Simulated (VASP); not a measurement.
# BN (R3m) in VASP: a series of runs

Runs on BN. Level: PBEsol. Tasks: single point.

Program: VASP 6.6.1. These are calculated values, not measurements. Logs are shortened: lines on timing, memory, paths and dates and some standing lists are left out, and cuts for length are marked.

### 1 The cell of the first run

It takes space group R3m (No. 160, trigonal). The conventional cell has a = 2.502 Å, b = 2.502 Å, c = 10.119 Å, α = 90.00°, β = 90.00°, γ = 120.00°. N (site symmetry 3m) has 3 B at 1.44 Å within 1.9 Å. Within 1.9 Å of B (site symmetry 3m) lie 3 N at 1.44 Å.

### 2 Single point, PBEsol

Input file INCAR:

```
SYSTEM = BN
PREC = Accurate
ENCUT = 520
EDIFF = 1E-7
ISMEAR = -1
SIGMA = 0.025
LREAL = .FALSE.
LASPH = .TRUE.
NELM = 60
ALGO = Normal
ISIF = 2
LWAVE = .FALSE.
LCHARG = .FALSE.
GGA = PS
NBANDS = 11
```

Input file KPOINTS:

```
regular mesh
0
G
  12 12 12
  0 0 0
```

Input file POSCAR:

```
BN
1.0
    1.2511217832      0.7223354983      3.3729344033
   -1.2511217832      0.7223354983      3.3729344033
    0.0000000000     -1.4446709966      3.3729344033
N B
1 1
Direct
    0.6672382000      0.6672382000      0.6672382000
    0.0003288000      0.0003288000      0.0003288000
```

Potentials or basis: VASP PAW PBE potentials, release 64 (N, B).

The run is started by

```
$ cat potpaw_PBE.64/N/POTCAR potpaw_PBE.64/B/POTCAR > POTCAR
$ mpirun -np 1 vasp_std > vasp.out
```

OUTCAR:

```text
SYSTEM = BN
   PREC = Accurate
   ENCUT = 520
   EDIFF = 1E-7
   ISMEAR = -1
   LREAL = .FALSE.
   LASPH = .TRUE.
   NELM = 60
   ISIF = 2
   GGA = PS

 ion  position               nearest neighbor table
   1  0.667  0.667  0.667-   2 1.44   2 1.44   2 1.44
   2  0.000  0.000  0.000-   1 1.44   1 1.44   1 1.44

  LATTYP: Found a trigonal (rhomboedric) cell.
 ALAT       =     3.6692997666
 COS(alpha) =     0.7674786797

  Lattice vectors:

 A1 = (   1.2511217832,   0.7223354983,   3.3729344033)
 A2 = (  -1.2511217832,   0.7223354983,   3.3729344033)
 A3 = (   0.0000000000,  -1.4446709966,   3.3729344033)

Analysis of symmetry for initial positions (statically):
=====================================================================
 Subroutine PRICEL returns:
 Original cell was already a primitive cell.

 Routine SETGRP: Setting up the symmetry group for a
 trigonal (rhombohedral) supercell.

 Subroutine GETGRP returns: Found  6 space group operations
 (whereof  6 operations were pure point group operations)
 out of a pool of 12 trial point group operations.

The static configuration has the point symmetry C_3v.

Analysis of symmetry for dynamics (positions and initial velocities):
=====================================================================
 Subroutine PRICEL returns:
 Original cell was already a primitive cell.

 Routine SETGRP: Setting up the symmetry group for a
 trigonal (rhombohedral) supercell.

 Subroutine GETGRP returns: Found  6 space group operations
 (whereof  6 operations were pure point group operations)
 out of a pool of 12 trial point group operations.

The dynamic configuration has the point symmetry C_3v.

 Subroutine INISYM returns: Found  6 space group operations
 (whereof  6 operations are pure point group operations),
 and found     1 'primitive' translations

----------------------------------------------------------------------------------------

                                     Primitive cell

  volume of cell :      18.2893

  direct lattice vectors                    reciprocal lattice vectors
     1.251121783  0.722335498  3.372934403     0.399641351  0.230733042  0.098825916
    -1.251121783  0.722335498  3.372934403    -0.399641351  0.230733042  0.098825916
     0.000000000 -1.444670997  3.372934403     0.000000000 -0.461466083  0.098825916

  length of vectors
     3.669299767  3.669299767  3.669299767     0.471929558  0.471929558  0.471929558

  position of ions in fractional coordinates (direct lattice)
     0.667238200  0.667238200  0.667238200
     0.000328800  0.000328800  0.000328800

  ion indices of the primitive-cell ions
   primitive index   ion index
                 1           1
                 2           2

----------------------------------------------------------------------------------------

 KPOINTS: regular mesh

Automatic generation of k-mesh.
 Grid dimensions read from file:
 generate k-points for:   12   12   12

 Generating k-lattice:

  Cartesian coordinates                     Fractional coordinates (reciprocal lattice)
     0.033303446  0.019227753  0.008235493     0.083333333  0.000000000  0.000000000
    -0.033303446  0.019227753  0.008235493     0.000000000  0.083333333  0.000000000
     0.000000000 -0.038455507  0.008235493     0.000000000  0.000000000  0.083333333

  Length of vectors
     0.039327463  0.039327463  0.039327463

  Shift w.r.t. Gamma in fractional coordinates (k-lattice)
     0.000000000  0.000000000  0.000000000

 Subroutine IBZKPT returns following result:
 ===========================================

 Found    189 irreducible k-points:

 Following reciprocal coordinates:
            Coordinates               Weight
  0.000000  0.000000  0.000000      1.000000
  0.083333 -0.000000 -0.000000      6.000000
  0.166667 -0.000000  0.000000      6.000000
  0.250000 -0.000000 -0.000000      6.000000
  0.333333 -0.000000  0.000000      6.000000
  0.416667 -0.000000 -0.000000      6.000000
[... 16 lines left out ...]
  0.500000  0.166667 -0.000000     12.000000
 -0.416667  0.166667  0.000000     12.000000
 [... further k-points ...]
   k-points           NKPTS =    189   k-points in BZ     NKDIM =    189   number of bands    NBANDS=     11
   number of dos      NEDOS =    301   number of ions     NIONS =      2
   total plane-waves  NPLWV =  21952
   dimension x,y,z NGX =    28 NGY =   28 NGZ =   28
   dimension x,y,z NGXF=    56 NGYF=   56 NGZF=   56
   ions per type =               1   1
   NGX,Y,Z   is equivalent  to a cutoff of  12.69, 12.69, 12.69 a.u.
   NGXF,Y,Z  is equivalent  to a cutoff of  25.37, 25.37, 25.37 a.u.
 SYSTEM =  BN
   PREC   = accura    normal or accurate (medium, high low for compatibility)
   ISTART =      0    job   : 0-new  1-cont  2-samecut
   ICHARG =      2    charge: 1-file 2-atom 10-const
   ISPIN  =      1    spin polarized calculation?
   LNONCOLLINEAR =      F non collinear calculations
   LSORBIT =      F    spin-orbit coupling
   LASPH  =      T    aspherical Exc in radial PAW
   ENCUT  =  520.0 eV  38.22 Ry    6.18 a.u.   6.82  6.82  6.82*2*pi/ulx,y,z
   NELM   =     60;   NELMIN=  2; NELMDL= -5     # of ELM steps
   EDIFF  = 0.1E-06   stopping-criterion for ELM
   LREAL  =      F    real-space projection
   EDIFFG = 0.1E-05   stopping-criterion for IOM
   NSW    =      0    number of steps for IOM
   IBRION =     -1    ionic relax: 0-MD 1-quasi-New 2-CG
   NFREE  =      0    steps in history (QN), initial steepest desc. (CG)
   ISIF   =      2    stress and relaxation
   ISYM   =      2    0-nonsym 1-usesym 2-fastsym
   POTIM  = 0.5000    time-step for ionic-motion
   TEBEG  =    0.0;   TEEND  =   0.0 temperature during run
   PSTRESS=    0.0 pullay stress
   NELECT =       8.0000    total number of electrons
   NUPDOWN=      -1.0000    fix difference up-down
   EMIN   =  10.00;   EMAX   =-10.00  energy-range for DOS
   EFERMI =   0.00;   METHOD = LEGACY
   ISMEAR =    -1;   SIGMA  =   0.03  broadening in eV -4-tet -1-fermi 0-gaus
   EFERMI_NEDOS =   21; number of points for ismear=-14 and -15
   IALGO  =     38    algorithm
   IMIX   =      4    mixing-type and parameters
     AMIX     =   0.40;   BMIX     =  1.00
     AMIX_MAG =   1.60;   BMIX_MAG =  1.00
  volume/ion in A,a.u.               =       9.14        61.71
  Fermi-wavevector in a.u.,A,eV,Ry     =   1.242717  2.348395 21.012099  1.544346
  Thomas-Fermi vector in A             =   2.377059
   LORBIT       =      0    0 simple, 1 ext, 2 COOP (PROOUT), +10 PAW based schemes
   GGA     = PS    functional components
   LHFCALC =     F    Hartree Fock is set to
   AEXX    =    0.0000 exact exchange contribution
   IVDW    =     0    specifies the selected vdW correction
   LEPSILON=     F    determine dielectric tensor
   LRPA    =     F    only Hartree local field effects (RPA)
 non-spin polarized calculation
  energy-cutoff  :      520.00
  volume of cell :       18.29
 maximum number of plane-waves:       517
   NGX = 13   NGY = 13   NGZ = 13

 number of electron       8.0000000 magnetization

 Free energy of the ion-electron system (eV)
  ---------------------------------------------------
  ext. energy  EPLUGINS =         0.00000000
  ---------------------------------------------------
  free energy    TOTEN  =       -18.28456279 eV

  energy without entropy =      -18.28456279  energy(sigma->0) =      -18.28456279

 E-fermi :   2.5463     XC(G=0): -10.2084

 val. band max:        2.0484392845   @ k =  -0.3333   0.3333   0.0000
 cond. band min:       6.2264832735   @ k =   0.5000   0.5000  -0.0000
 fundamental gap:      4.1780439889
 Fermi energy:         2.5463242650

 k-point     1 :       0.0000    0.0000    0.0000
  band No.  band energies     occupation
      1     -15.6883      2.00000
      2      -2.1555      2.00000
      3       0.7877      2.00000
      4       0.7877      2.00000
      5       7.0182      0.00000
      6      13.6897      0.00000
      7      13.6897      0.00000
      8      15.1651      0.00000
      9      16.7695      0.00000
     10      27.7329      0.00000
     11      29.7586      0.00000

 k-point     2 :       0.0833   -0.0000   -0.0000
  band No.  band energies     occupation
      1     -15.5497      2.00000
      2      -2.0064      2.00000
      3       0.2180      2.00000
      4       0.5286      2.00000
      5       7.3008      0.00000
      6      13.6101      0.00000
      7      14.2851      0.00000
      8      14.6929      0.00000
      9      17.2088      0.00000
     10      27.7921      0.00000
     11      28.2063      0.00000

 k-point     3 :       0.1667   -0.0000    0.0000
  band No.  band energies     occupation
      1     -15.1418      2.00000
      2      -1.5734      2.00000
      3      -1.2011      2.00000
      4      -0.1019      2.00000
      5       8.0449      0.00000
      6      13.3544      0.00000
      7      13.5337      0.00000
      8      15.9022      0.00000
      9      18.2566      0.00000
     10      25.0514      0.00000
     11      27.4258      0.00000

 k-point     4 :       0.2500   -0.0000   -0.0000
  band No.  band energies     occupation
      1     -14.4921      2.00000
      2      -3.0212      2.00000
      3      -0.8471      2.00000
      4      -0.8321      2.00000
      5       9.0635      0.00000
      6      11.7294      0.00000
      7      13.3748      0.00000
      8      18.1907      0.00000
      9      19.3307      0.00000
     10      22.8838      0.00000
     11      25.8106      0.00000
[... 239 lines left out ...]
 k-point    22 :       0.4167    0.1667   -0.0000
  band No.  band energies     occupation
      1     -13.3005      2.00000
      2      -4.8227      2.00000
      3      -2.6738      2.00000
      4       0.1458      2.00000
      5       8.9391      0.00000
      6      12.4445      0.00000
      7      14.9903      0.00000
      8      17.5182      0.00000
      9      19.1600      0.00000
     10      22.3797      0.00000
     11      25.1980      0.00000

 k-point    23 :       0.5000    0.1667   -0.0000
  band No.  band energies     occupation
      1     -12.5453      2.00000
      2      -6.0502      2.00000
      3      -3.1874      2.00000
      4       1.1111      2.00000
      5       7.7717      0.00000
      6      13.4097      0.00000
      7      15.2289      0.00000
      8      17.0879      0.00000
      9      19.2505      0.00000
     10      22.2895      0.00000
     11      25.3117      0.00000

 k-point    24 :      -0.4167    0.1667    0.0000
  band No.  band energies     occupation
      1     -12.2097      2.00000
      2      -6.5652      2.00000
      3      -3.3584      2.00000
      4       1.7263      2.00000
      5       7.1645      0.00000
      6      13.4627      0.00000
      7      15.4399      0.00000
      8      16.2845      0.00000
      9      19.6374      0.00000
     10      22.9602      0.00000
     11      25.0678      0.00000

 [... further k-points ...]
[... 5 lines left out ...]
  --------------------------------------------------------------------------------------
  -------------------------------------------------------------------------------------
  Total        0.1558941      0.1558941      0.0378159      0.0000000      0.0000000      0.0000000
  in kB       13.6565973     13.6565973      3.3127358      0.0000000      0.0000000      0.0000000
  external PRESSURE =      10.2086435 kB  Pullay stress =       0.0000000 kB

 VOLUME and BASIS-vectors are now :
 -----------------------------------------------------------------------------
  energy-cutoff  :      520.00
  volume of cell :       18.29
      direct lattice vectors                 reciprocal lattice vectors
     1.251121783  0.722335498  3.372934403     0.399641351  0.230733042  0.098825916
    -1.251121783  0.722335498  3.372934403    -0.399641351  0.230733042  0.098825916
     0.000000000 -1.444670997  3.372934403     0.000000000 -0.461466083  0.098825916

 POSITION                                       TOTAL-FORCE (eV/Angst)
 -----------------------------------------------------------------------------------
      0.00000      0.00000      6.75165         0.000000     -0.000000     -0.002637
      0.00000      0.00000      0.00333         0.000000      0.000000      0.002637
 -----------------------------------------------------------------------------------
    total drift:                               -0.000000      0.000000      0.000066

  FREE ENERGIE OF THE ION-ELECTRON SYSTEM (eV)
  ---------------------------------------------------
  free  energy   TOTEN  =       -18.2845627885 eV

  energy  without entropy=      -18.2845627885  energy(sigma->0) =      -18.28456279
```

It took 57 s on 1 thread of Intel Xeon 6975P-C, shared host; peak memory 0.17 GiB.

Results:

```
Free energy            : -18.2846 eV
Pressure               : 1.0 GPa
Band gap on the k mesh : 4.18 eV, indirect (least direct gap 4.63 eV)
```

Forces on the atoms (eV/Å):
```
N    0.000  0.000 -0.003
B    0.000  0.000  0.003
```

Levels at points of the mesh, in eV from the valence-band top:
```
           k point  band 2  band 3  band 4  band 5  band 6  band 7
(0.00, 0.00, 0.00)   -4.20   -1.26   -1.26    4.97   11.64   11.64
(0.50, 0.00, 0.00)   -8.94   -4.06   -0.60    5.21    9.86   12.87
(0.50, 0.50, 0.00)   -8.82   -4.12   -1.19    4.18    9.85   14.06
(0.50, 0.50, 0.50)   -6.21   -1.28   -1.28    9.98   11.57   11.57
```

Caveat: the PAW data sets were made with another functional, which shifts forces and pressure a little.

(Continued in part 2 of 2.)
